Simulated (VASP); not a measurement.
# Zr (P6_3/mmc) in VASP: further runs

Runs on Zr. Level: PBE. Tasks: single point.

Program: VASP 6.6.1. These are calculated values, not measurements. Logs are shortened: lines on timing, memory, paths and dates and some standing lists are left out, and cuts for length are marked.

**1. The cell of the first run**

The structure is hexagonal, space group P6_3/mmc (No. 194). Conventional cell: a = 3.145 Å, b = 3.145 Å, c = 5.021 Å, α = 90.00°, β = 90.00°, γ = 120.00°. Within 4.1 Å of Zr (site symmetry -6m2) lie 12 Zr at 3.10 to 3.15 Å.

**2. Single point, PBE, collinear spin (21.51 Å³/atom)**

File INCAR:

```
  PREC = Accurate
  ENCUT = 520
  EDIFF = 1E-7
  ISMEAR = -1
  SIGMA = 0.05
  LREAL = F
  LASPH = T
  NELM = 150
  ALGO = Normal
  ISIF = 2
  LWAVE = F
  LCHARG = F
  ISPIN = 2
  MAGMOM = 1 1
  LORBIT = 11
  LMAXMIX = 4
  GGA = PE
  NBANDS = 23
```

File KPOINTS:

```
Automatic mesh
0
Gamma
  18 18 10
```

File POSCAR:

```
Zr
1.0
    3.1454055540      0.0000000000      0.0000000000
   -1.5727027770      2.7240011150      0.0000000000
    0.0000000000      0.0000000000      5.0207083895
Zr
2
Direct
    0.3333333333      0.6666666667      0.2500000000
    0.6666666667      0.3333333333      0.7500000000
```

Potentials or basis: VASP PAW PBE potentials, release 64 (Zr_sv).

Run with:

```
> cat potpaw_PBE.64/Zr_sv/POTCAR > POTCAR
> mpirun -np 1 vasp_std > vasp.out
```

OUTCAR:

```text
PREC = Accurate
   ENCUT = 520
   EDIFF = 1E-7
   ISMEAR = -1
   LREAL = F
   LASPH = T
   NELM = 150
   ISIF = 2
   ISPIN = 2
   LORBIT = 11
   GGA = PE

 ion  position               nearest neighbor table
   1  0.333  0.667  0.250-   2 3.10   2 3.10   2 3.10   2 3.10   2 3.10   2 3.10
   2  0.667  0.333  0.750-   1 3.10   1 3.10   1 3.10   1 3.10   1 3.10   1 3.10

  LATTYP: Found a hexagonal cell.
 ALAT       =     3.1454055540
 C/A-ratio  =     1.5962038291

  Lattice vectors:

 A1 = (   3.1454055540,   0.0000000000,   0.0000000000)
 A2 = (  -1.5727027770,   2.7240011150,   0.0000000000)
 A3 = (   0.0000000000,   0.0000000000,   5.0207083895)

Analysis of symmetry for initial positions (statically):
=====================================================================
 Subroutine PRICEL returns:
 Original cell was already a primitive cell.

 Routine SETGRP: Setting up the symmetry group for a
 hexagonal supercell.

 Subroutine GETGRP returns: Found 24 space group operations
 (whereof 12 operations were pure point group operations)
 out of a pool of 24 trial point group operations.

The static configuration has the point symmetry D_3d.
 The point group associated with its full space group is D_6h.

Analysis of symmetry for dynamics (positions and initial velocities):
=====================================================================
 Subroutine PRICEL returns:
 Original cell was already a primitive cell.

 Routine SETGRP: Setting up the symmetry group for a
 hexagonal supercell.

 Subroutine GETGRP returns: Found 24 space group operations
 (whereof 12 operations were pure point group operations)
 out of a pool of 24 trial point group operations.

The dynamic configuration has the point symmetry D_3d.
 The point group associated with its full space group is D_6h.

Analysis of structural, dynamic, and magnetic symmetry:
=====================================================================
 Subroutine PRICEL returns:
 Original cell was already a primitive cell.

 Routine SETGRP: Setting up the symmetry group for a
 hexagonal supercell.

 Subroutine GETGRP returns: Found 24 space group operations
 (whereof 12 operations were pure point group operations)
 out of a pool of 24 trial point group operations.

The overall configuration has the point symmetry D_3d.
 The point group associated with its full space group is D_6h.

 Subroutine INISYM returns: Found 24 space group operations
 (whereof 12 operations are pure point group operations),
 and found     1 'primitive' translations

----------------------------------------------------------------------------------------

                                     Primitive cell

  volume of cell :      43.0179

  direct lattice vectors                    reciprocal lattice vectors
     3.145405554  0.000000000  0.000000000     0.317924027  0.183553523  0.000000000
    -1.572702777  2.724001115  0.000000000     0.000000000  0.367107045  0.000000000
     0.000000000  0.000000000  5.020708390     0.000000000  0.000000000  0.199175081

  length of vectors
     3.145405554  3.145405554  5.020708390     0.367107045  0.367107045  0.199175081

  position of ions in fractional coordinates (direct lattice)
     0.333333333  0.666666667  0.250000000
     0.666666667  0.333333333  0.750000000

  ion indices of the primitive-cell ions
   primitive index   ion index
                 1           1
                 2           2

----------------------------------------------------------------------------------------

 KPOINTS: Automatic mesh

Automatic generation of k-mesh.
 Grid dimensions read from file:
 generate k-points for:   18   18   10

 Generating k-lattice:

  Cartesian coordinates                     Fractional coordinates (reciprocal lattice)
     0.017662446  0.010197418  0.000000000     0.055555556  0.000000000  0.000000000
     0.000000000  0.020394836  0.000000000     0.000000000  0.055555556  0.000000000
     0.000000000  0.000000000  0.019917508     0.000000000  0.000000000  0.100000000

  Length of vectors
     0.020394836  0.020394836  0.019917508

  Shift w.r.t. Gamma in fractional coordinates (k-lattice)
     0.000000000  0.000000000  0.000000000

 Subroutine IBZKPT returns following result:
 ===========================================

 Found    222 irreducible k-points:

 Following reciprocal coordinates:
            Coordinates               Weight
  0.000000  0.000000  0.000000      1.000000
  0.055556 -0.000000  0.000000      6.000000
  0.111111 -0.000000  0.000000      6.000000
  0.166667 -0.000000  0.000000      6.000000
  0.222222 -0.000000  0.000000      6.000000
  0.277778 -0.000000  0.000000      6.000000
[... 16 lines left out ...]
  0.333333  0.111111  0.000000     12.000000
  0.388889  0.111111  0.000000     12.000000
 [... further k-points ...]
   k-points           NKPTS =    222   k-points in BZ     NKDIM =    222   number of bands    NBANDS=     23
[... 84 lines left out ...]
[... 15 lines left out ...]
     22      20.6083      0.00000
     23      22.3153      0.00000

 k-point     2 :       0.0556   -0.0000    0.0000
  band No.  band energies     occupation
      1     -38.7861      1.00000
      2     -38.5767      1.00000
      3     -17.4521      1.00000
      4     -16.3832      1.00000
      5     -16.3645      1.00000
      6     -16.2076      1.00000
[... 15 lines left out ...]
     22      20.8508      0.00000
     23      22.4613      0.00000

 k-point     3 :       0.1111   -0.0000    0.0000
  band No.  band energies     occupation
      1     -38.7718      1.00000
      2     -38.5708      1.00000
      3     -17.4165      1.00000
      4     -16.4629      1.00000
      5     -16.3901      1.00000
      6     -16.2893      1.00000
[... 15 lines left out ...]
     22      21.5270      0.00000
     23      22.8440      0.00000
[... 495 lines left out ...]
 k-point    23 :       0.3333    0.1111    0.0000
  band No.  band energies     occupation
      1     -38.6223      1.00000
      2     -38.5316      1.00000
      3     -17.1316      1.00000
      4     -16.9854      1.00000
      5     -16.9423      1.00000
      6     -16.6379      1.00000
[... 15 lines left out ...]
     22      20.4576      0.00000
     23      20.7259      0.00000

 k-point    24 :       0.3889    0.1111    0.0000
  band No.  band energies     occupation
      1     -38.6022      1.00000
      2     -38.5323      1.00000
      3     -17.2030      1.00000
      4     -16.9911      1.00000
      5     -16.9121      1.00000
      6     -16.6719      1.00000
[... 15 lines left out ...]
     22      19.6911      0.00000
     23      21.1584      0.00000

 [... further k-points ...]

 spin component 2

 k-point     1 :       0.0000    0.0000    0.0000
  band No.  band energies     occupation
      1     -38.7910      1.00000
      2     -38.5788      1.00000
      3     -17.4642      1.00000
      4     -16.3555      1.00000
      5     -16.3555      1.00000
      6     -16.1788      1.00000
[... 15 lines left out ...]
     22      20.6083      0.00000
     23      22.3153      0.00000

 k-point     2 :       0.0556   -0.0000    0.0000
  band No.  band energies     occupation
      1     -38.7861      1.00000
      2     -38.5767      1.00000
      3     -17.4521      1.00000
      4     -16.3832      1.00000
      5     -16.3645      1.00000
      6     -16.2076      1.00000
[... 15 lines left out ...]
     22      20.8507      0.00000
     23      22.4613      0.00000

 k-point     3 :       0.1111   -0.0000    0.0000
  band No.  band energies     occupation
      1     -38.7719      1.00000
      2     -38.5708      1.00000
      3     -17.4165      1.00000
      4     -16.4629      1.00000
      5     -16.3901      1.00000
      6     -16.2893      1.00000
[... 15 lines left out ...]
     22      21.5270      0.00000
     23      22.8440      0.00000
[... 495 lines left out ...]
 k-point    23 :       0.3333    0.1111    0.0000
  band No.  band energies     occupation
      1     -38.6223      1.00000
      2     -38.5316      1.00000
      3     -17.1317      1.00000
      4     -16.9854      1.00000
      5     -16.9423      1.00000
      6     -16.6379      1.00000
[... 15 lines left out ...]
     22      20.4575      0.00000
     23      20.7258      0.00000

 k-point    24 :       0.3889    0.1111    0.0000
  band No.  band energies     occupation
      1     -38.6022      1.00000
      2     -38.5323      1.00000
      3     -17.2030      1.00000
      4     -16.9911      1.00000
      5     -16.9121      1.00000
      6     -16.6719      1.00000
[... 15 lines left out ...]
     22      19.6911      0.00000
     23      21.1584      0.00000

 [... further k-points ...]
[... 5 lines left out ...]
  --------------------------------------------------------------------------------------
  -------------------------------------------------------------------------------------
  Total        2.3340815      2.3340815      2.6049205      0.0000000      0.0000000      0.0000000
  in kB       86.9315993     86.9315993     97.0188526      0.0000000      0.0000000      0.0000000
  external PRESSURE =      90.2940171 kB  Pullay stress =       0.0000000 kB

 VOLUME and BASIS-vectors are now :
 -----------------------------------------------------------------------------
  energy-cutoff  :      520.00
  volume of cell :       43.02
      direct lattice vectors                 reciprocal lattice vectors
     3.145405554  0.000000000  0.000000000     0.317924027  0.183553523  0.000000000
    -1.572702777  2.724001115  0.000000000     0.000000000  0.367107045  0.000000000
     0.000000000  0.000000000  5.020708390     0.000000000  0.000000000  0.199175081

 POSITION                                       TOTAL-FORCE (eV/Angst)
 -----------------------------------------------------------------------------------
     -0.00000      1.81600      1.25518         0.000000     -0.000000      0.000000
      1.57270      0.90800      3.76553        -0.000000      0.000000      0.000000
 -----------------------------------------------------------------------------------
    total drift:                               -0.000000      0.000000     -0.000000

  FREE ENERGIE OF THE ION-ELECTRON SYSTEM (eV)
  ---------------------------------------------------
  free  energy   TOTEN  =       -16.9471292110 eV

  energy  without entropy=      -16.9303502862  energy(sigma->0) =      -16.93873975

 total charge

# of ion       s       p       d       tot
------------------------------------------
    1        2.247   5.962   1.716   9.925
    2        2.247   5.962   1.716   9.925
--------------------------------------------------
tot          4.494  11.924   3.431  19.850

 magnetization (x)

# of ion       s       p       d       tot
------------------------------------------
    1       -0.000  -0.000  -0.000  -0.000
    2       -0.000  -0.000  -0.000  -0.000
--------------------------------------------------
tot         -0.000  -0.000  -0.000  -0.000
```

Wall time 3.5 min (1 thread of AMD EPYC 9R45 (Zen 5), shared host); peak memory 0.36 GiB.

Results:

- Free energy: -16.9471 eV
- Pressure: 9.0 GPa
- Band gap on the k mesh: zero (filled and empty bands overlap)
- Net moment: 0.00 μB per cell
- Valence electrons inside the program's atomic spheres: Zr 9.93

Levels at points of the mesh, in eV from the Fermi level:
Spin up:
```csv
k point,band 10,band 11,band 12,band 13,band 14,band 15
"(0.00, 0.00, 0.00)",-3.26,0.87,0.87,1.02,1.48,1.63
"(0.50, 0.00, 0.00)",-2.62,-2.39,-0.02,0.52,0.86,1.59
"(0.00, 0.00, 0.50)",-3.99,0.02,0.02,0.77,0.77,0.77
"(0.50, 0.00, 0.50)",-3.11,-1.22,-1.22,1.94,1.94,2.37
```
Spin down:
```tsv
k point	band 10	band 11	band 12	band 13	band 14	band 15
(0.00, 0.00, 0.00)	-3.26	0.87	0.87	1.02	1.48	1.63
(0.50, 0.00, 0.00)	-2.62	-2.39	-0.02	0.52	0.86	1.59
(0.00, 0.00, 0.50)	-3.99	0.02	0.02	0.77	0.77	0.77
(0.50, 0.00, 0.50)	-3.11	-1.22	-1.22	1.94	1.94	2.37
```

Caveat: the cell stands under pressure.

**3. Single point, PBE (24.34 Å³/atom)**

This run uses another cell than the first one, of 24.34 Å³/atom.

File INCAR:

```
ALGO = Normal
EDIFF = 1E-7
ENCUT = 520
GGA = PE
ISIF = 2
ISMEAR = -1
LASPH = True
LCHARG = False
LREAL = False
LWAVE = False
NBANDS = 19
NELM = 80
PREC = Accurate
SIGMA = 0.1
```

File KPOINTS:

```
k-points
0
Gamma
  18 18 10
```

File POSCAR:

```
Zr
1.0
    3.2744117873      0.0000000000      0.0000000000
   -1.6372058936      2.8357237903      0.0000000000
    0.0000000000      0.0000000000      5.2421922306
Zr
2
Direct
    0.3333333333      0.6666666667      0.2500000000
    0.6666666667      0.3333333333      0.7500000000
```

Potentials or basis: VASP PAW PBE potentials, release 64 (Zr_sv).

Run with:

```
> cat potpaw_PBE.64/Zr_sv/POTCAR > POTCAR
> mpirun -np 1 vasp_std > vasp.out
```

It took 1.8 min on 1 thread of Intel Xeon Platinum 8375C at 2.90GHz (Ice Lake), shared host; peak memory 0.28 GiB.

The run converged. Its results:

```
Free energy            : -17.0553 eV
Pressure               : -3.4 GPa
Band gap on the k mesh : zero (bands 12 and 13 overlap by 1.14 eV)
```

Stress tensor (GPa, compression positive):
```
-3.38  0.00  0.00
 0.00 -3.38  0.00
 0.00  0.00 -3.51
```

Levels at points of the mesh, in eV from the Fermi level:
| k point | band 10 | band 11 | band 12 | band 13 | band 14 | band 15 |
| --- | --- | --- | --- | --- | --- | --- |
| (0.00, 0.00, 0.00) | -2.89 | 0.89 | 0.89 | 0.98 | 1.00 | 1.53 |
| (0.50, 0.00, 0.00) | -2.38 | -1.99 | -0.26 | 0.60 | 0.74 | 1.39 |
| (0.00, 0.00, 0.50) | -3.91 | 0.06 | 0.06 | 0.81 | 0.81 | 0.81 |
| (0.50, 0.00, 0.50) | -2.71 | -0.96 | -0.96 | 1.51 | 1.51 | 2.17 |

Caveat: the cell stands under tension.

**4. Single point, PBE (25.27 Å³/atom)**

This run uses another cell than the first one, of 25.27 Å³/atom.

File INCAR:

```
PREC = Accurate ; ENCUT = 520
EDIFF = 1E-6 ; ISMEAR = -1
SIGMA = 0.1 ; LREAL = F
LASPH = T ; NELM = 80
ALGO = Normal ; ISIF = 2
LWAVE = F ; LCHARG = F
GGA = PE ; NBANDS = 19
```

File KPOINTS:

```
regular mesh
0
Gamma
  18 18 10
```

File POSCAR:

```
Zr
1.0
    3.3158644384      0.0000000000      0.0000000000
   -1.6579322192      2.8716228391      0.0000000000
    0.0000000000      0.0000000000      5.3085561394
Zr
2
Direct
    0.3333333333      0.6666666667      0.2500000000
    0.6666666667      0.3333333333      0.7500000000
```

Run with:

```
> cat potpaw_PBE.64/Zr_sv/POTCAR > POTCAR
> mpirun -np 1 vasp_std > vasp.out
```

Wall time 2.5 min (1 thread of Intel Xeon Platinum 8375C at 2.90GHz (Ice Lake), shared host); peak memory 0.3 GiB.

The run converged. Its results:

| Property | Result |
| --- | --- |
| Free energy | -16.9988 eV |
| Pressure | -6.3 GPa |
| Band gap on the k mesh | zero (bands 12 and 13 overlap by 1.14 eV) |

Stress tensor (GPa, compression positive):
```
-6.20  0.00  0.00
 0.00 -6.20  0.00
 0.00  0.00 -6.50
```

Levels at points of the mesh, in eV from the Fermi level:
```tsv
k point	band 8	band 9	band 10	band 11	band 12	band 13	band 14	band 15	band 16	band 17
(0.00, 0.00, 0.00)	-26.59	-5.47	-2.80	0.88	0.88	0.88	0.96	1.48	1.48	2.04
(0.50, 0.00, 0.00)	-26.67	-2.37	-2.26	-1.89	-0.32	0.60	0.70	1.33	4.48	4.80
(0.00, 0.00, 0.50)	-26.64	-3.88	-3.88	0.06	0.06	0.80	0.80	0.80	0.80	3.62
(0.50, 0.00, 0.50)	-26.77	-2.61	-2.61	-0.90	-0.90	1.39	1.39	2.09	2.09	4.68
```

Caveat: the cell stands under tension.

**5. Single point, PBE (26.21 Å³/atom)**

This run uses another cell than the first one, of 26.21 Å³/atom.

File INCAR:

```
PREC = Accurate
ENCUT = 520
EDIFF = 1E-7
ISMEAR = -1
SIGMA = 0.1
LREAL = F
LASPH = T
NELM = 60
ALGO = Normal
ISIF = 2
LWAVE = F
LCHARG = F
GGA = PE
NBANDS = 19
```

KPOINTS is that of step 4.

File POSCAR:

```
Zr
1.0
    3.3563057953      0.0000000000      0.0000000000
   -1.6781528976      2.9066460816      0.0000000000
    0.0000000000      0.0000000000      5.3733010098
Zr
2
Direct
    0.3333333333      0.6666666667      0.2500000000
    0.6666666667      0.3333333333      0.7500000000
```

Run with:

```
> cat potpaw_PBE.64/Zr_sv/POTCAR > POTCAR
> mpirun -np 1 vasp_std > vasp.out
```

Wall time 3 min (1 thread of Intel Xeon Platinum 8375C at 2.90GHz (Ice Lake), shared host); peak memory 0.31 GiB.

It converged, with:

| Quantity | Value |
| --- | --- |
| Free energy | -16.9114 eV |
| Pressure | -8.7 GPa |
| Band gap on the k mesh | zero (bands 12 and 13 overlap by 1.13 eV) |

Stress tensor (GPa, compression positive):
```
-8.59  0.00  0.00
 0.00 -8.59  0.00
 0.00  0.00 -9.00
```

Levels at points of the mesh, in eV from the Fermi level:
```tsv
k point	band 10	band 11	band 12	band 13	band 14	band 15
(0.00, 0.00, 0.00)	-2.71	0.78	0.86	0.86	0.94	1.43
(0.50, 0.00, 0.00)	-2.15	-1.79	-0.37	0.60	0.66	1.27
(0.00, 0.00, 0.50)	-3.84	0.06	0.06	0.78	0.78	0.78
(0.50, 0.00, 0.50)	-2.51	-0.85	-0.85	1.28	1.28	2.02
```

Caveat: the cell stands under tension.

**6. Single point, PBE, non-collinear spin, zero start, spin-orbit coupling**

This run uses another cell than the first one, of 23.40 Å³/atom.

File INCAR:

```
ALGO = Normal
EDIFF = 1E-6
ENCUT = 520
GGA = PE
GGA_COMPAT = False
ISIF = 2
ISMEAR = -1
LASPH = True
LCHARG = False
LMAXMIX = 4
LORBIT = 11
LORBMOM = True
LREAL = False
LSORBIT = True
LWAVE = False
MAGMOM = 0 0 0 0 0 0
NBANDS = 36
NELM = 150
PREC = Accurate
SIGMA = 0.1
```

File KPOINTS:

```
k-points
0
Gamma
  11 11 6
```

File POSCAR:

```
Zr
1.0
    3.2318821451      0.0000000000      0.0000000000
   -1.6159410725      2.7988920397      0.0000000000
    0.0000000000      0.0000000000      5.1741041053
Zr
2
Direct
    0.3333333333      0.6666666667      0.2500000000
    0.6666666667      0.3333333333      0.7500000000
```

Potentials or basis: VASP PAW PBE potentials, release 64 (Zr_sv).

Run with:

```
> cat potpaw_PBE.64/Zr_sv/POTCAR > POTCAR
> mpirun -np 1 vasp_ncl > vasp.out
```

It took 3 min on 1 thread of Intel Xeon Platinum 8375C at 2.90GHz (Ice Lake), shared host; peak memory 0.33 GiB.

It converged, with:

* Free energy: -17.2179 eV
* Pressure: 0.0 GPa
* Net moment: 0.00 μB per cell
* Valence electrons inside the program's atomic spheres: Zr 9.81

Moments on the atoms (μB; x, y, z):
```
Zr  0.00 0.00 0.00
Zr  0.00 0.00 0.00
```

**7. The runs side by side**

| spin | cell | k mesh | smearing | gap on the mesh (eV) | pressure (GPa) | moment (μB) |
| --- | --- | --- | --- | --- | --- | --- |
| collinear | a = 3.145, b = 3.145, c = 5.021 Å, angles 90.0, 90.0, 120.0°, 2 atoms | 18 × 18 × 10 | fermi-dirac 0.05 eV | none | 9.0 | 0.00 |
| off | a = 3.274, b = 3.274, c = 5.242 Å, angles 90.0, 90.0, 120.0°, 2 atoms | 18 × 18 × 10 | fermi-dirac 0.1 eV | none | -3.4 | - |
| off | a = 3.316, b = 3.316, c = 5.309 Å, angles 90.0, 90.0, 120.0°, 2 atoms | 18 × 18 × 10 | fermi-dirac 0.1 eV | none | -6.3 | - |
| off | a = 3.356, b = 3.356, c = 5.373 Å, angles 90.0, 90.0, 120.0°, 2 atoms | 18 × 18 × 10 | fermi-dirac 0.1 eV | none | -8.7 | - |
| non-collinear, zero start, SOC | a = 3.232, b = 3.232, c = 5.174 Å, angles 90.0, 90.0, 120.0°, 2 atoms | 11 × 11 × 6 | fermi-dirac 0.1 eV | - | 0.0 | 0.00 |

Alike in all rows: task single point; level PBE; potentials or basis VASP PAW PBE potentials, release 64 (Zr_sv); cutoff (eV) 520.

Caveats: the cell stands under tension (at least some runs); the cell stands under pressure (at least some runs).

Absolute energies hang on the potentials; compare differences alone.
